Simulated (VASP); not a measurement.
Set up this calculation in VASP 6.6.1, as the native input.

- Task: electric field gradients
- Functional: LDA
- Potentials or basis: VASP PAW LDA potentials, release 64 (Hf_pv, N)
- Cutoff: 520 eV
- k mesh: 10 × 10 × 10
- Occupations: fermi-dirac, width 0.03 eV
- Spin: no spin polarisation
- Dipole correction: no
- Further INCAR settings: ALGO = Normal; EDIFF = 1e-08; NBANDS = 14

The structure of HfN lies in POSCAR:

```
HfN
1.0
   -0.0225900000      2.2477050000      2.2477050000
    2.2477050000     -0.0225900000      2.2477050000
    2.2477050000      2.2477050000     -0.0225900000
Hf N
1 1
Direct
    0.0000000000      0.0000000000      0.0000000000
    0.5000000000      0.5000000000      0.5000000000
```

This cell differs from its parent crystal: equal xy, yz and zx shear strains of -1 %.

These files were run (other wordings do the same):

INCAR

```
ALGO     = Normal         # electronic algorithm
EDIFF    = 1E-8           # SCF threshold, eV
ENCUT    = 520            # plane-wave cutoff, eV
GGA      = CA             # functional
ISIF     = 2              # what is computed and relaxed
ISMEAR   = -1             # smearing method
LASPH    = True           # aspherical terms in the spheres
LCHARG   = False          # write CHGCAR
LEFG     = True         
LREAL    = False          # projectors in reciprocal space
LWAVE    = False          # write WAVECAR
NBANDS   = 14             # bands
NELM     = 60             # most SCF steps
PREC     = Accurate       # precision mode
SIGMA    = 0.03           # smearing width, eV
```

KPOINTS

```
k-points
0
Gamma
  10 10 10
```

Potentials or basis: VASP PAW LDA potentials, release 64 (Hf_pv, N).

The run is started by

```sh
$ cat potpaw_LDA.64/Hf_pv/POTCAR potpaw_LDA.64/N/POTCAR > POTCAR
$ mpirun -np 1 vasp_std > vasp.out
```

Results of the run:

The pressure is -10.6 GPa.

Caveat: the cell differs from its parent crystal (equal xy, yz and zx shear strains of -1 %); without QUAD_EFG the Cq values of the log hold for a quadrupole moment of 1 mb, not for the nuclei.

It took 25 s on 1 thread of Intel Xeon 6975P-C, on a shared host, peak memory 0.16 GiB.
